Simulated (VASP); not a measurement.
Set up this calculation in VASP 6.6.1, as the native input.

```yaml
Task: single point
Functional: PBEsol
Potentials_or_basis: VASP PAW PBE potentials, release 64 (Ti_sv, Co)
Cutoff: 520 eV
k_mesh: 12 × 12 × 12
Occupations: gaussian, width 0.15 eV
Spin: collinear spin, ferromagnetic start
Starting_moments: "[0.2, 0.44, 0.44, 0.44] μB"
Fixed_moment: 1.52 μB
Dipole_correction: no
Further_INCAR_settings: ALGO = Fast; EDIFF = 1e-06; NBANDS = 32
```

The structure of TiCo3 lies in POSCAR:

```
TiCo3
1.0
    3.5280257688      0.0000000000      0.0000000000
    0.0000000000      3.5280257688      0.0000000000
    0.0000000000      0.0000000000      3.5280257688
Ti Co
1 3
Direct
    0.0000000000      0.0000000000      0.0000000000
    0.0000000000      0.5000000000      0.5000000000
    0.5000000000      0.0000000000      0.5000000000
    0.5000000000      0.5000000000      0.0000000000
```

One way to write it, as run:

INCAR

```
SYSTEM = TiCo3
PREC     = Accurate       ! precision mode
ENCUT    = 520            ! plane-wave cutoff, eV
EDIFF    = 1E-6           ! SCF threshold, eV
ISMEAR   = 0              ! smearing method
SIGMA    = 0.15           ! smearing width, eV
LREAL    = .FALSE.        ! projectors in reciprocal space
LASPH    = .TRUE.         ! aspherical terms in the spheres
NELM     = 150            ! most SCF steps
ALGO     = Fast           ! electronic algorithm
ISIF     = 2              ! what is computed and relaxed
LWAVE    = .FALSE.        ! write WAVECAR
LCHARG   = .FALSE.        ! write CHGCAR
ISPIN    = 2              ! spin polarisation
MAGMOM   = 0.2 0.44 0.44 0.44 ! initial moments
LORBIT   = 11             ! projections on sites
NUPDOWN  = 1.52           ! fixed moment
LMAXMIX  = 4              ! l up to which the mixer works
GGA      = PS             ! functional
NBANDS   = 32             ! bands
```

KPOINTS

```
Automatic mesh
0
G
  12 12 12
  0 0 0
```

Potentials or basis: VASP PAW PBE potentials, release 64 (Ti_sv, Co).

Command:

```console
$ cat potpaw_PBE.64/Ti_sv/POTCAR potpaw_PBE.64/Co/POTCAR > POTCAR
$ mpirun -np 1 vasp_std > vasp.out
```

Results of the run:

* Pressure: 0.9 GPa
* Net moment: 1.52 μB per cell
* Site moments: Ti -0.19; Co +0.58 μB
* Valence electrons inside the program's atomic spheres: Ti 10.49; Co 8.43

Caveat: the PAW data sets were made with another functional, which shifts forces and pressure a little; the total moment is fixed, so each spin has its own Fermi level and the state may be an excited one.

Run time: 6.2 min on 1 thread of Oxide Virtual Turin-like Processor (shared host), peak memory 0.26 GiB.
